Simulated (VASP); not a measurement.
The system is KCl.

```
CELL_PARAMETERS angstrom
0.00000 3.64757 3.64757
3.64757 0.00000 3.64757
3.64757 3.64757 0.00000
ATOMIC_POSITIONS crystal
K 0.00000 0.00000 0.00000
Cl 0.25000 0.25000 0.25000
```

This cell differs from its parent crystal: strain +4.0%.

Base run:

```yaml
Program: VASP 6.6.1
Functional: PBE
Potentials_or_basis: VASP PAW PBE potentials, release 64 (K_sv, Cl)
Cutoff: 520 eV
k_mesh: 4 × 4 × 4
Occupations: gaussian, width 0.01 eV
Spin: no spin polarisation
```

Its results: band gap on the k mesh 4.53 eV (least direct gap 4.55 eV); pressure -0.8 GPa.

The run is repeated on the same cell with these changes: functional from PBE to HSE06; further incar settings from ALGO = Normal; EDIFF = 1e-06; NBANDS = 15 to ALGO = Normal; EDIFF = 1e-07; NBANDS = 15. What comes out?

Band gap on the k mesh 5.76 eV (least direct gap 5.77 eV); pressure -1.0 GPa.

Caveats: the PAW data sets were made with another functional, which shifts forces and pressure a little (at least some runs).

A k mesh can miss the band edges.
